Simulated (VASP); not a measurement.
# SbTe2O3 (P4mm) in VASP: a series of runs, part 2 of 2

VASP 6.6.1.

### 4 Single point, PBE

This run uses another cell than the first one, of 18.94 Å³/atom, 1.003 times its volume.

The input, INCAR:

```
SYSTEM = SbTe2O3
  ALGO = Normal
  EDIFF = 1E-6
  ENCUT = 520
  GGA = PE
  ISIF = 2
  ISMEAR = 0
  LASPH = .TRUE.
  LCHARG = .TRUE.
  LELF = .TRUE.
  LREAL = .FALSE.
  LVHAR = .TRUE.
  LWAVE = .FALSE.
  NBANDS = 26
  NELM = 80
  PREC = Accurate
  SIGMA = 0.1
```

The input, KPOINTS:

```
k-points
0
G
  8 8 8
  0 0 0
```

The input, POSCAR:

```
SbTe2O3
1.0
    4.6618664590      0.0000000000      0.0000000000
    0.0000000000      4.6618664590      0.0000000000
    0.0000000000      0.0000000000      5.2293281123
Sb Te O
1 2 3
Direct
    0.0000000000      0.0000000000      0.3213284949
    0.5000000000      0.0000000000      0.8456358385
    0.0000000000      0.5000000000      0.8456358385
    0.5000000000      0.0000000000      0.2258617851
    0.0000000000      0.5000000000      0.2258617851
    0.5000000000      0.5000000000      0.8301171581
```

The run is started by

```console
cat potpaw_PBE.64/Sb/POTCAR potpaw_PBE.64/Te/POTCAR potpaw_PBE.64/O/POTCAR > POTCAR
mpirun -np 1 vasp_std > vasp.out
```

Run time: 4.2 min. Hardware: 1 thread of AMD EPYC 7R43 (Zen 3), shared host; peak memory 0.31 GiB.

Results (log left out):

```
Free energy   : -27.7192 eV
Pressure      : -0.5 GPa
Largest force : 0.028 eV/Å
```

Forces in eV/Å, atoms in the order of the input:
```
Sb   0.000  0.000 -0.028
Te   0.000  0.000  0.000
Te   0.000  0.000  0.000
O    0.000  0.000  0.013
O    0.000  0.000  0.013
O    0.000  0.000  0.002
```

Stress tensor (GPa, compression positive):
```
-0.56  0.00  0.00
 0.00 -0.56  0.00
 0.00  0.00 -0.23
```

Levels at points of the mesh, in eV from the Fermi level:
| k point | band 15 | band 16 | band 17 | band 18 | band 19 | band 20 | band 21 | band 22 |
| --- | --- | --- | --- | --- | --- | --- | --- | --- |
| (0.00, 0.00, 0.00) | -3.05 | -1.00 | -1.00 | -0.58 | 3.29 | 3.29 | 3.96 | 4.04 |
| (0.50, 0.00, 0.00) | -2.34 | -1.85 | -1.76 | -0.39 | 0.29 | 1.99 | 2.93 | 3.45 |
| (0.50, 0.50, 0.00) | -2.85 | -2.85 | -0.99 | 0.48 | 1.35 | 1.35 | 1.84 | 2.24 |
| (0.00, 0.00, 0.50) | -3.23 | -1.50 | -1.50 | -0.67 | 1.27 | 2.05 | 3.79 | 3.79 |
| (0.50, 0.00, 0.50) | -2.63 | -2.47 | -1.80 | -0.24 | 0.10 | 0.96 | 2.51 | 3.31 |
| (0.50, 0.50, 0.50) | -2.63 | -1.42 | -1.31 | -0.72 | -0.72 | 1.68 | 2.02 | 2.12 |

Caveat: spin-orbit coupling is left out, which moves the levels of the heavy elements; an odd number of electrons without spin polarisation forces a metal; a magnetic or distorted state may lie lower.

### 5 Relaxation of cell and atoms, PBE

This run uses another cell than the first one, of 20.52 Å³/atom, 1.087 times its volume.

The input, INCAR:

```
PREC = Accurate
ENCUT = 600
EDIFF = 1E-6
ISMEAR = 0
SIGMA = 0.1
LREAL = F
LASPH = T
NELM = 100
ALGO = Normal
ISIF = 3
LWAVE = F
LCHARG = F
GGA = PE
IBRION = 2
NSW = 90
EDIFFG = -0.04
```

The input, KPOINTS:

```
Automatic mesh
0
Gamma
  4 4 4
```

The input, POSCAR:

```
SbTe2O3
1.0
    4.3244410500      0.0000000000      0.0000000000
    0.0000000000      4.3244410500      0.0000000000
    0.0000000000      0.0000000000      6.5831757500
Sb Te O
1 2 3
Direct
    0.0000000000      0.0000000000      0.6804151100
    0.5000000000      0.0000000000      0.8275504100
    0.0000000000      0.5000000000      0.8275504100
    0.5000000000      0.0000000000      0.1972340900
    0.0000000000      0.5000000000      0.1972340900
    0.5000000000      0.5000000000      0.5644567900
```

Potentials or basis: VASP PAW PBE potentials, release 64 (Sb, Te, O).

The run is started by

```console
cat potpaw_PBE.64/Sb/POTCAR potpaw_PBE.64/Te/POTCAR potpaw_PBE.64/O/POTCAR > POTCAR
mpirun -np 1 vasp_std > vasp.out
```

OUTCAR:

```text
PREC = Accurate
   ENCUT = 600
   EDIFF = 1E-6
   ISMEAR = 0
   LREAL = F
   LASPH = T
   NELM = 100
   ISIF = 3
   GGA = PE
   IBRION = 2
   NSW = 90
   EDIFFG = -0.04

 ion  position               nearest neighbor table
   1  0.000  0.000  0.680-   2 2.37   3 2.37   3 2.37   2 2.37
   2  0.500  0.000  0.828-   1 2.37   1 2.37   4 2.43   6 2.77   6 2.77   3 3.06   3 3.06   3 3.06
                             3 3.06
   3  0.000  0.500  0.828-   1 2.37   1 2.37   5 2.43   6 2.77   6 2.77   2 3.06   2 3.06   2 3.06
                             2 3.06
   4  0.500  0.000  0.197-   2 2.43
   5  0.000  0.500  0.197-   3 2.43
   6  0.500  0.500  0.564-   2 2.77   3 2.77   2 2.77   3 2.77

  LATTYP: Found a simple tetragonal cell.
 ALAT       =     4.3244410500
 C/A-ratio  =     1.5223183005

  Lattice vectors:

 A1 = (   4.3244410500,   0.0000000000,   0.0000000000)
 A2 = (   0.0000000000,   4.3244410500,   0.0000000000)
 A3 = (   0.0000000000,   0.0000000000,   6.5831757500)

Analysis of symmetry for initial positions (statically):
=====================================================================
 Subroutine PRICEL returns:
 Original cell was already a primitive cell.

 Routine SETGRP: Setting up the symmetry group for a
 simple tetragonal supercell.
[... 163 lines left out ...]

 Free energy of the ion-electron system (eV)
  ---------------------------------------------------
  ext. energy  EPLUGINS =         0.00000000
  ---------------------------------------------------
  free energy    TOTEN  =       -11.90516452 eV

  energy without entropy =      -11.83733983  energy(sigma->0) =      -11.87125217

------------------------ aborting loop because EDIFF is reached ----------------------------------------

  FORCE on cell =-STRESS in cart. coord.  units (eV):
  Direction    XX          YY          ZZ          XY          YZ          ZX
  --------------------------------------------------------------------------------------
  -------------------------------------------------------------------------------------
  Total       34.7271649     34.7271649     -3.5857018      0.0000000      0.0000000     -0.0000000
  in kB      451.9438689    451.9438689    -46.6647920      0.0000000      0.0000000     -0.0000000
  external PRESSURE =     285.7409819 kB  Pullay stress =       0.0000000 kB
[... 982 lines left out ...]
     20       8.6218      0.00000
     21       8.7852      0.00000

[... ionic steps 4 to 45 ...]

--------------------------------------- Ionic step       46  -------------------------------------------

 number of electron      35.0000009 magnetization

------------------------ aborting loop because EDIFF is reached ----------------------------------------
[... 75 lines left out ...]
--------------------------------------- Ionic step       48  -------------------------------------------

 number of electron      35.0000011 magnetization

 Free energy of the ion-electron system (eV)
  ---------------------------------------------------
  ext. energy  EPLUGINS =         0.00000000
  ---------------------------------------------------
  free energy    TOTEN  =       -27.67314809 eV

  energy without entropy =      -27.65231741  energy(sigma->0) =      -27.66273275

 E-fermi :   6.7135     XC(G=0):  -9.8386

 val. band max:        6.7110722150   @ k =   0.5000   0.2500   0.2500
 cond. band min:       6.7681577709   @ k =   0.2500   0.0000   0.2500
 fundamental gap:      0.0570855559
 Fermi energy:         6.7135464535
[... 463 lines left out ...]
  FREE ENERGIE OF THE ION-ELECTRON SYSTEM (eV)
  ---------------------------------------------------
  free  energy   TOTEN  =       -27.6731480868 eV

  energy  without entropy=      -27.6523174096  energy(sigma->0) =      -27.66273275

 reached required accuracy - stopping structural energy minimisation
```

CONTCAR:

```text
SbTe2O3
   1.00000000000000
     4.6536016484784417    0.0000000000000000    0.0000000000000000
    -0.0000000000000000    4.6536016484784417    0.0000000000000000
    -0.0000000000000000   -0.0000000000000000    5.2224522619673071
  Sb              Te              O
     1     2     3
Direct
     0.0000000000000000    0.0000000000000000    0.3222615121678966
     0.5000000000000000    0.0000000000000000    0.8441228099905336
     0.0000000000000000    0.5000000000000000    0.8441228099905336
     0.5000000000000000    0.0000000000000000    0.2256563335947737
     0.0000000000000000    0.5000000000000000    0.2256563335947737
     0.5000000000000000    0.5000000000000000    0.8326211006614934

  0.00000000E+00  0.00000000E+00  0.00000000E+00
  0.00000000E+00  0.00000000E+00  0.00000000E+00
  0.00000000E+00  0.00000000E+00  0.00000000E+00
  0.00000000E+00  0.00000000E+00  0.00000000E+00
  0.00000000E+00  0.00000000E+00  0.00000000E+00
  0.00000000E+00  0.00000000E+00  0.00000000E+00
```

Run time: 29 min. Hardware: 1 thread of AMD EPYC 7R43 (Zen 3), shared host; peak memory 0.26 GiB.

Results:

```
Free energy                            : -27.6731 eV
Relaxed volume                         : 18.85 Å³/atom
Relaxed cell                           : a = 4.654 Å, b = 4.654 Å, c = 5.222 Å, α = 90.00°, β = 90.00°, γ = 90.00°
Space group after relaxing (to 0.05 Å) : P4mm (No. 99)
Energy gained by relaxing              : 2628.0 meV/atom
Ionic steps                            : 48
Pressure after relaxing                : -0.2 GPa
Largest force after relaxing           : 0.039 eV/Å
```

Forces in eV/Å, atoms in the order of the input:
```
Sb   0.000  0.000  0.039
Te   0.000  0.000 -0.005
Te   0.000  0.000 -0.005
O    0.000  0.000 -0.021
O    0.000  0.000 -0.021
O    0.000  0.000  0.014
```

Stress tensor (GPa, compression positive):
```
-0.11  0.00  0.00
 0.00 -0.11  0.00
 0.00  0.00 -0.24
```

Step by step:
| step | energy change (eV) | largest force (eV/Å) | pressure (GPa) | volume (Å³) |
| --- | --- | --- | --- | --- |
| 1 | 0.0000 | 13.8849 | 28.57 | 123.11 |
| 3 | -10.1931 | 3.5032 | -8.27 | 171.69 |
| 5 | -0.1990 | 40.8218 | 36.74 | 149.97 |
| 7 | -10.8122 | 1.9357 | -7.09 | 172.21 |
| 9 | -11.0925 | 1.9986 | -4.17 | 168.05 |
| 11 | -11.7859 | 2.2350 | -2.10 | 152.61 |
| 13 | -12.2043 | 2.5155 | 2.97 | 134.20 |
| 15 | -13.9031 | 3.6674 | 0.69 | 122.39 |
| 17 | -14.2225 | 3.7819 | 3.35 | 115.52 |
| 19 | -14.8347 | 1.4512 | 1.79 | 117.29 |
| 21 | -15.0749 | 0.8561 | -4.02 | 120.38 |
| 23 | -15.4637 | 0.4359 | -0.06 | 110.26 |
| 25 | -15.5360 | 0.6888 | 1.72 | 107.10 |
| 27 | -15.5959 | 0.7916 | 4.34 | 103.73 |
| 29 | -15.6955 | 0.3734 | 2.61 | 104.89 |
| 31 | -15.7453 | 0.1600 | -0.73 | 109.46 |
| 33 | -15.7460 | 0.1866 | -0.38 | 108.87 |
| 35 | -15.7481 | 0.0608 | 0.16 | 108.64 |
| 37 | -15.7521 | 0.0474 | 0.15 | 109.08 |
| 39 | -15.7559 | 0.1049 | -0.03 | 110.28 |
| 41 | -15.7601 | 0.0652 | -0.84 | 112.54 |
| 43 | -15.7625 | 0.0508 | -0.75 | 112.79 |
| 45 | -15.7635 | 0.2235 | -0.02 | 113.89 |
| 47 | -15.7666 | 0.0924 | -0.29 | 113.34 |
| 48 | -15.7680 | 0.0386 | -0.16 | 113.10 |

Final structure:
```
Sb Te O
1.0
     4.65360    0.00000    0.00000
     0.00000    4.65360    0.00000
     0.00000    0.00000    5.22245
Sb Te O
1 2 3
Direct
  0.00000 0.00000 0.32226
  0.50000 0.00000 0.84412
  0.00000 0.50000 0.84412
  0.50000 0.00000 0.22566
  0.00000 0.50000 0.22566
  0.50000 0.50000 0.83262
```

Caveat: the k points lie up to 0.34 Å⁻¹ apart in the final cell; spin-orbit coupling is left out, which moves the levels of the heavy elements; an odd number of electrons without spin polarisation forces a metal; a magnetic or distorted state may lie lower.

### 6 Relaxation of cell and atoms, PBE

The input, INCAR:

```
PREC     = Accurate       # precision mode
ENCUT    = 600            # plane-wave cutoff, eV
EDIFF    = 1E-6           # SCF threshold, eV
ISMEAR   = 0              # smearing method
SIGMA    = 0.1            # smearing width, eV
LREAL    = F              # projectors in reciprocal space
LASPH    = T              # aspherical terms in the spheres
NELM     = 100            # most SCF steps
ALGO     = Normal         # electronic algorithm
ISIF     = 3              # what is computed and relaxed
LWAVE    = F              # write WAVECAR
LCHARG   = F              # write CHGCAR
GGA      = PE             # functional
IBRION   = 2              # ionic algorithm
NSW      = 100            # ionic steps
EDIFFG   = -0.01          # ionic threshold
```

The input, KPOINTS:

```
regular mesh
0
Gamma
  8 8 8
```

The input, POSCAR:

```
SbTe2O3
1.0
    4.6601413695      0.0000000000      0.0000000000
    0.0000000000      4.6601413695      0.0000000000
    0.0000000000      0.0000000000      5.2157244900
Sb Te O
1 2 3
Direct
    0.0000000000      0.0000000000      0.3249740483
    0.5000000000      0.0000000000      0.8436868536
    0.0000000000      0.5000000000      0.8436868536
    0.5000000000      0.0000000000      0.2252270742
    0.0000000000      0.5000000000      0.2252270742
    0.5000000000      0.5000000000      0.8316389961
```

Potentials or basis: VASP PAW PBE potentials, release 64 (Sb, Te, O).

The run is started by

```console
cat potpaw_PBE.64/Sb/POTCAR potpaw_PBE.64/Te/POTCAR potpaw_PBE.64/O/POTCAR > POTCAR
mpirun -np 1 vasp_std > vasp.out
```

Wall time 14 min (1 thread of AMD EPYC 7R43 (Zen 3), shared host); peak memory 0.38 GiB.

It converged, with:

```yaml
Free_energy: -27.7260 eV
Relaxed_volume: 18.78 Å³/atom
Relaxed_cell: a = 4.649 Å, b = 4.649 Å, c = 5.213 Å, α = 90.00°, β = 90.00°, γ = 90.00°
Space_group_after_relaxing_to_0.05_Å: P4mm (No. 99)
Energy_gained_by_relaxing: 0.5 meV/atom
Ionic_steps: 11
Pressure_after_relaxing: 0.0 GPa
Largest_force_after_relaxing: 0.004 eV/Å
```

Forces on the atoms (eV/Å):
```
Sb   0.000  0.000  0.000
Te   0.000  0.000 -0.004
Te   0.000  0.000 -0.004
O    0.000  0.000  0.004
O    0.000  0.000  0.004
O    0.000  0.000  0.001
```

Step by step:
```tsv
step	energy change (eV)	largest force (eV/Å)	pressure (GPa)	volume (Å³)
1	0.0000	0.1231	-0.57	113.27
2	-0.0014	0.1212	0.44	112.18
3	-0.0019	0.0842	0.14	112.54
4	-0.0026	0.0412	0.08	112.43
5	-0.0026	0.0407	0.10	112.44
6	-0.0029	0.0302	0.03	112.59
7	-0.0031	0.0134	-0.09	112.83
8	-0.0031	0.0359	0.08	112.69
9	-0.0031	0.0129	-0.01	112.76
10	-0.0031	0.0116	-0.02	112.77
11	-0.0031	0.0043	0.01	112.70
```

Final structure:
```
Sb Te O
1.0
     4.64935    0.00000    0.00000
     0.00000    4.64935    0.00000
     0.00000    0.00000    5.21347
Sb Te O
1 2 3
Cartesian
  4.6493 0.0000 1.6763
  2.3247 0.0000 4.4052
  4.6493 2.3247 4.4052
  2.3247 0.0000 1.1812
  0.0000 2.3247 1.1812
  2.3247 2.3247 4.3264
```

Levels at points of the mesh, in eV from the Fermi level:
| k point | band 15 | band 16 | band 17 | band 18 | band 19 | band 20 | band 21 |
| --- | --- | --- | --- | --- | --- | --- | --- |
| (0.00, 0.00, 0.00) | -3.10 | -1.01 | -1.01 | -0.57 | 3.31 | 3.31 | 3.97 |
| (0.50, 0.00, 0.00) | -2.34 | -1.87 | -1.78 | -0.40 | 0.30 | 2.03 | 2.93 |
| (0.50, 0.50, 0.00) | -2.88 | -2.88 | -1.00 | 0.49 | 1.38 | 1.38 | 1.85 |
| (0.00, 0.00, 0.50) | -3.27 | -1.52 | -1.52 | -0.67 | 1.25 | 2.03 | 3.83 |
| (0.50, 0.00, 0.50) | -2.64 | -2.50 | -1.82 | -0.24 | 0.10 | 0.95 | 2.53 |
| (0.50, 0.50, 0.50) | -2.65 | -1.44 | -1.29 | -0.73 | -0.73 | 1.70 | 2.05 |

Caveat: spin-orbit coupling is left out, which moves the levels of the heavy elements; an odd number of electrons without spin polarisation forces a metal; a magnetic or distorted state may lie lower.

### 7 Overview

| task | cell | k mesh | cutoff (eV) | gap on the mesh (eV) | pressure (GPa) | relaxed volume (Å³/atom) | largest force (eV/Å) |
| --- | --- | --- | --- | --- | --- | --- | --- |
| single point | a = 4.660, b = 4.660, c = 5.216 Å, 6 atoms | 4 × 4 × 4 | 520 | none | -0.3 | - | 0.04 |
| single point | a = 4.324, b = 4.324, c = 6.583 Å, 6 atoms | 4 × 4 × 4 | 520 | none | 28.6 | - | 13.89 |
| single point | a = 4.662, b = 4.662, c = 5.229 Å, 6 atoms | 8 × 8 × 8 | 520 | none | -0.5 | - | 0.03 |
| relaxation of cell and atoms | relaxed from a = 4.324, b = 4.324, c = 6.583 Å, 6 atoms | 4 × 4 × 4 | 600 | none | -0.2 | 18.85 | 0.04 |
| relaxation of cell and atoms | relaxed from a = 4.660, b = 4.660, c = 5.216 Å, 6 atoms | 8 × 8 × 8 | 600 | none | 0.0 | 18.78 | - |

Alike in all rows: level PBE; potentials or basis VASP PAW PBE potentials, release 64 (Sb, Te, O); no spin polarisation; smearing gaussian 0.1 eV.

Caveats: some runs use coarse meshes; spin-orbit coupling is left out, which moves the levels of the heavy elements; an odd number of electrons without spin polarisation forces a metal; a magnetic or distorted state may lie lower.

Total energies depend on the potentials used, so only differences within one code and one set of settings carry meaning.
